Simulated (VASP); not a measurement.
MgZnTe2: single point with PBE

MgZnTe2:

```
Mg Te Zn
1.0
     4.38121    0.00000    0.00000
     0.00000    4.38121    0.00000
     0.00000    0.00000    6.26384
Mg Te Zn
1 2 1
Direct
  0.00000 0.00000 0.00000
  0.00000 0.50000 0.26411
  0.50000 0.00000 0.73589
  0.50000 0.50000 0.50000
```

This cell differs from its parent crystal: volume changed by -6%.

```yaml
Program: VASP 6.6.1
Task: single point
Functional: PBE
Potentials_or_basis: VASP PAW PBE potentials, release 64 (Mg, Te, Zn)
Cutoff: 520 eV
k_mesh: 6 × 6 × 4
Occupations: gaussian, width 0.01 eV
Spin: no spin polarisation
Dipole_correction: no
Further_INCAR_settings: ALGO = Normal; EDIFF = 1e-06; NBANDS = 21
```

* Pressure: 2.7 GPa
* Largest force: 0.025 eV/Å
* Band gap on the k mesh: 1.70 eV, direct

Forces on the atoms (eV/Å):
```
Mg   0.000  0.000  0.000
Te   0.000  0.000 -0.025
Te   0.000  0.000  0.025
Zn   0.000  0.000  0.000
```

Levels at points of the mesh, in eV from the valence-band top:
| k point | band 10 | band 11 | band 12 | band 13 | band 14 | band 15 | band 16 | band 17 |
| --- | --- | --- | --- | --- | --- | --- | --- | --- |
| (0.00, 0.00, 0.00) | -1.72 | -0.02 | 0.00 | 0.00 | 1.70 | 2.54 | 3.16 | 4.96 |
| (0.50, 0.00, 0.00) | -2.29 | -1.97 | -0.77 | -0.62 | 3.25 | 4.34 | 5.55 | 5.62 |
| (0.50, 0.50, 0.00) | -1.83 | -1.77 | -1.77 | -1.64 | 2.42 | 2.55 | 2.55 | 3.36 |
| (0.00, 0.00, 0.50) | -1.29 | -1.29 | -0.70 | -0.70 | 2.89 | 3.44 | 3.90 | 4.29 |
| (0.50, 0.00, 0.50) | -0.76 | -0.72 | -0.63 | -0.60 | 1.94 | 3.19 | 5.08 | 5.20 |
| (0.50, 0.50, 0.50) | -2.50 | -2.38 | -2.10 | -2.10 | 4.59 | 4.59 | 4.78 | 5.53 |

It took 59 s on 1 thread of Intel(R) Xeon(R) Platinum 8375C CPU @ 2.90GHz (Ice Lake) (shared host), peak memory 0.29 GiB.

Caveat: spin-orbit coupling is left out, which moves the levels of the heavy elements. A k mesh can miss the band edges.
